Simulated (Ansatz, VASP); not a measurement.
**ScHO2: VASP beside Ansatz**

Contents of INCAR:

```
PREC = Accurate
ENCUT = 520
EDIFF = 1E-6
ISMEAR = 0
SIGMA = 0.05
LREAL = F
LASPH = T
NELM = 80
ALGO = Normal
ISIF = 2
LWAVE = F
LCHARG = F
GGA = PS
NBANDS = 20
```

The input KPOINTS:

```
regular mesh
0
Gamma
  9 9 9
```

The input POSCAR:

```
ScHO2
1.0
    1.6621505408      0.9596430622      4.2859326680
   -1.6621505408      0.9596430622      4.2859326680
    0.0000000000     -1.9192861244      4.2859326680
Sc H O
1 1 2
Direct
    0.0000000000      0.0000000000      0.0000000000
    0.5000000000      0.5000000000      0.5000000000
    0.5897010000      0.5897010000      0.5897010000
    0.4102990000      0.4102990000      0.4102990000
```

Input for Ansatz:

```yaml
crystal:
  lattice:
    - [1.6621505408, 0.9596430622, 4.285932668]
    - [-1.6621505408, 0.9596430622, 4.285932668]
    - [0.0, -1.9192861244, 4.285932668]
  atoms:
    - { symbol: Sc, position: [0.0, 0.0, 0.0] }
    - { symbol: H, position: [0.5, 0.5, 0.5] }
    - { symbol: O, position: [0.589701, 0.589701, 0.589701] }
    - { symbol: O, position: [0.410299, 0.410299, 0.410299] }
basis:
  ecutwfc: 420
kpoints:
  mp_grid: { grid: [9, 9, 9] }
hamiltonian:
  xc: pbesol
scf:
  occupations: { method: gaussian, width: 0.05 }
output:
  forces: true
  stress: true
  eigenvalues: true
```

Alike in both runs: task single point; functional PBEsol; k mesh 9 × 9 × 9; occupations gaussian, width 0.05 eV; no spin polarisation.

|  | VASP | Ansatz |
| --- | --- | --- |
| version | VASP 6.6.1 | Ansatz 0.2.0 |
| potentials or method | VASP PAW PBE potentials, release 64 (Sc_sv, H, O), cutoff 520 eV | scalar-relativistic, plane waves, PAW |
| valence electrons in the cell | 24 | 24 |

Ansatz gave:

```
gap on the k mesh at the Fermi level (eV)                     : 3.70
least direct gap on the mesh (eV)                             : 3.93
pressure (GPa)                                                : -2.9
traceless stress, the component that is largest in VASP (GPa) : 18.27
rms of the force components (eV/Å)                            : 0.679
```

Task: Which values does VASP return?

Result: gap on the k mesh at the Fermi level (eV): 3.68; least direct gap on the mesh (eV): 3.91; pressure (GPa): -2.3; traceless stress, the component that is largest in VASP (GPa): 18.25; rms of the force components (eV/Å): 0.666.

VASP's potentials were made for PBE, not for PBEsol. Atom by atom the forces differ by 0.013 eV/Å (rms over components). The functional is the same, so the differences come from potentials, cutoffs and numerics.
